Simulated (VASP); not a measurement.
Wanted: the native input for a VASP 6.6.1 run.

```yaml
Task: single point
Functional: PBE-based screened hybrid
Potentials_or_basis: VASP PAW PBE potentials, release 64 (K_sv, I)
Cutoff: 520 eV
k_mesh: 4 × 4 × 4
Occupations: gaussian, width 0.01 eV
Spin: no spin polarisation
Dipole_correction: no
Grid_for_exact_exchange_PRECFOCK: Normal
Share_of_exact_exchange: 0.1
Further_INCAR_settings: ALGO = Normal; EDIFF = 1e-06; NBANDS = 15
Screening_parameter: 0.1 1/Å
```

KI:

```
K I
1.0
     0.00000    3.54429    3.54429
     3.54429    0.00000    3.54429
     3.54429    3.54429    0.00000
K I
1 1
Cartesian
  0.0000 0.0000 0.0000
  3.5443 3.5443 3.5443
```

One way to write it, as run:

POSCAR

```
KI
1.0
    0.0000000000      3.5442850250      3.5442850250
    3.5442850250      0.0000000000      3.5442850250
    3.5442850250      3.5442850250      0.0000000000
K I
1 1
Direct
    0.0000000000      0.0000000000      0.0000000000
    0.5000000000      0.5000000000      0.5000000000
```

INCAR.step1

```
SYSTEM = KI
ALGO = Normal
EDIFF = 1E-5
ENCUT = 520
GGA = PE
ISIF = 2
ISMEAR = 0
LASPH = .True.
LCHARG = .False.
LREAL = .False.
LWAVE = .True.
NBANDS = 15
NELM = 60
PREC = Accurate
SIGMA = 0.01
```

INCAR.step2

```
SYSTEM = KI
AEXX = 0.1
ALGO = Normal
EDIFF = 1E-6
ENCUT = 520
GGA = PE
HFSCREEN = 0.1
ISIF = 2
ISMEAR = 0
ISTART = 1
LASPH = .True.
LCHARG = .False.
LHFCALC = .True.
LREAL = .False.
LWAVE = .False.
NBANDS = 15
NELM = 60
PREC = Accurate
PRECFOCK = Normal
SIGMA = 0.01
```

KPOINTS

```
k-points
0
Gamma
  4 4 4
  0 0 0
```

Potentials or basis: VASP PAW PBE potentials, release 64 (K_sv, I).

Launch:

```bash
$ cat potpaw_PBE.64/K_sv/POTCAR potpaw_PBE.64/I/POTCAR > POTCAR
$ cp INCAR.step1 INCAR
$ mpirun -np 1 vasp_std > vasp.out
$ cp INCAR.step2 INCAR
$ mpirun -np 1 vasp_std > vasp.out
```

Results of the run:

| Quantity | Value |
| --- | --- |
| Pressure | 0.4 GPa |
| Band gap on the k mesh | 4.46 eV, direct |

Caveat: the PAW data sets were made with another functional, which shifts forces and pressure a little; spin-orbit coupling is left out, which moves the levels of the heavy elements.

It took 4.1 min on 1 thread of Intel(R) Xeon(R) Platinum 8488C (Sapphire Rapids) (shared host), peak memory 0.35 GiB.
